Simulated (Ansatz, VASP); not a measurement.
# Two plane-wave programs on AlZnC2N2

INCAR

```
SYSTEM = AlZnC2N2
PREC = Accurate
ENCUT = 520
EDIFF = 1E-6
ISMEAR = 0
SIGMA = 0.1
LREAL = .FALSE.
LASPH = .TRUE.
NELM = 150
ALGO = Normal
ISIF = 2
LWAVE = .FALSE.
LCHARG = .FALSE.
ISPIN = 2
MAGMOM = 0 0 1 1 1 1
LORBIT = 11
GGA = PE
NBANDS = 30
```

KPOINTS

```
Automatic mesh
0
G
  4 4 2
  0 0 0
```

Contents of POSCAR:

```
AlZnC2N2
1.0
    4.3307193700      0.0000000000      0.0000000000
    2.0143731900      4.1646541500      0.0000000000
    1.4889181400      0.2740941500      9.0334200200
Al Zn C N
1 1 2 2
Direct
    0.5000000000      0.5000000000      0.5000000000
    0.0000000000      0.0000000000      0.0000000000
    0.1898207700      0.8101792300      0.8101792300
    0.8101792300      0.1898207700      0.1898207700
    0.3056738300      0.6943261700      0.6943261700
    0.6943261700      0.3056738300      0.3056738300
```

Input for Ansatz:

```yaml
crystal:
  lattice:
    - [4.33071937, 0.0, 0.0]
    - [2.01437319, 4.16465415, 0.0]
    - [1.48891814, 0.27409415, 9.03342002]
  atoms:
    - { symbol: Al, position: [0.5, 0.5, 0.5] }
    - { symbol: Zn, position: [0.0, 0.0, 0.0] }
    - { symbol: C, position: [0.18982077, 0.81017923, 0.81017923], spin: 1.0 }
    - { symbol: C, position: [0.81017923, 0.18982077, 0.18982077], spin: 1.0 }
    - { symbol: "N", position: [0.30567383, 0.69432617, 0.69432617], spin: 1.0 }
    - { symbol: "N", position: [0.69432617, 0.30567383, 0.30567383], spin: 1.0 }
basis:
  ecutwfc: 420
kpoints:
  mp_grid: { grid: [4, 4, 2] }
hamiltonian:
  xc: pbe
scf:
  occupations: { method: gaussian, width: 0.1 }
  lower_state_search: "off"
output:
  forces: true
  stress: true
  eigenvalues: true
  populations: true
magnetization:
  spin_polarized: true
```

Alike in both runs: task single point; functional PBE; k mesh 4 × 4 × 2; occupations gaussian, width 0.1 eV; collinear spin.

```csv
,VASP,Ansatz
version,VASP 6.6.1,Ansatz 0.2.0
potentials or method,"VASP PAW PBE potentials, release 64 (Al, Zn, C, N), cutoff 520 eV","scalar-relativistic, plane waves, PAW"
valence electrons in the cell,33,33
```

VASP gave:

```
gap on the k mesh at the Fermi level (eV)                     : none
pressure (GPa)                                                : -0.4
traceless stress, the component that is largest in VASP (GPa) : 3.58
rms of the force components (eV/Å)                            : 0.901
net moment per atom (μB)                                      : 0.09
size of the moment on the site where the two differ most (μB) : 0.08
```

Q: Which values does Ansatz return?

A: gap on the k mesh at the Fermi level (eV): none; pressure (GPa): -0.7; traceless stress, the component that is largest in VASP (GPa): 3.12; rms of the force components (eV/Å): 0.756; net moment per atom (μB): 0.09; size of the moment on the site where the two differ most (μB): 0.05.

Site moments also hang on the region over which each program counts them. Atom by atom the forces differ by 0.173 eV/Å (rms over components). A gap of «none» marks a metal or a gap that the smearing closes.

The k mesh is coarse, so the values compare programs but aren't converged. Noted on VASP's run: the standard files for N, O and F lose accuracy on very short bonds.
